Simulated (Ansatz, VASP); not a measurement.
Two plane-wave programs on ZnS

INCAR

```
  PREC = Accurate
  ENCUT = 520
  EDIFF = 1E-7
  ISMEAR = 0
  SIGMA = 0.05
  LREAL = F
  LASPH = T
  NELM = 80
  ALGO = Normal
  ISIF = 2
  LWAVE = F
  LCHARG = F
  GGA = PE
  NBANDS = 46
```

The input KPOINTS:

```
Automatic mesh
0
Gamma
  12 12 2
```

The input POSCAR:

```
ZnS
1.0
    3.7697889759      0.0000000000      0.0000000000
   -1.8848944880      3.3313602246      0.0000000000
    0.0000000000      0.0000000000     12.5902250307
Zn S
4 4
Direct
    0.0000000000      0.0000000000      0.0000503469
    0.0000000000      0.0000000000      0.5000503469
    0.3333333333      0.6666666667      0.2500245139
    0.6666666667      0.3333333333      0.7500245139
    0.0000000000      0.0000000000      0.1872896977
    0.0000000000      0.0000000000      0.6872896977
    0.3333333333      0.6666666667      0.4376354415
    0.6666666667      0.3333333333      0.9376354415
```

Input for Ansatz:

```yaml
crystal:
  lattice:
    - [3.7697889759, 0.0, 0.0]
    - [-1.884894488, 3.3313602246, 0.0]
    - [0.0, 0.0, 12.5902250307]
  atoms:
    - { symbol: Zn, position: [0.0, 0.0, 5.03469e-05] }
    - { symbol: Zn, position: [0.0, 0.0, 0.5000503469] }
    - { symbol: Zn, position: [0.3333333333, 0.6666666667, 0.2500245139] }
    - { symbol: Zn, position: [0.6666666667, 0.3333333333, 0.7500245139] }
    - { symbol: S, position: [0.0, 0.0, 0.1872896977] }
    - { symbol: S, position: [0.0, 0.0, 0.6872896977] }
    - { symbol: S, position: [0.3333333333, 0.6666666667, 0.4376354415] }
    - { symbol: S, position: [0.6666666667, 0.3333333333, 0.9376354415] }
basis:
  ecutwfc: 420
kpoints:
  mp_grid: { grid: [12, 12, 2] }
hamiltonian:
  xc: pbe
scf:
  occupations: { method: gaussian, width: 0.05 }
output:
  forces: true
  stress: true
  eigenvalues: true
```

Change from the starting cell: strain -0.0200 x Voigt [1, 0, 0, 0, 0, 0], atoms carried along.

Alike in both runs: task single point; functional PBE; k mesh 12 × 12 × 2; occupations gaussian, width 0.05 eV; no spin polarisation.

```csv
,VASP,Ansatz
version,VASP 6.6.1,Ansatz 0.2.0
potentials or method,"VASP PAW PBE potentials, release 64 (Zn, S), cutoff 520 eV","scalar-relativistic, plane waves, PAW"
valence electrons in the cell,72,72
```

Ansatz gave:

| Property | Result |
| --- | --- |
| gap on the k mesh at the Fermi level (eV) | 2.08 |
| least direct gap on the mesh (eV) | 2.08 |
| pressure (GPa) | 1.5 |
| traceless stress, the component that is largest in VASP (GPa) | 1.57 |
| rms of the force components (eV/Å) | 0.072 |

Estimate VASP's values.

gap on the k mesh at the Fermi level (eV): 2.08; least direct gap on the mesh (eV): 2.08; pressure (GPa): 1.7; traceless stress, the component that is largest in VASP (GPa): 1.57; rms of the force components (eV/Å): 0.073.

Atom by atom the forces differ by 0.001 eV/Å (rms over components).
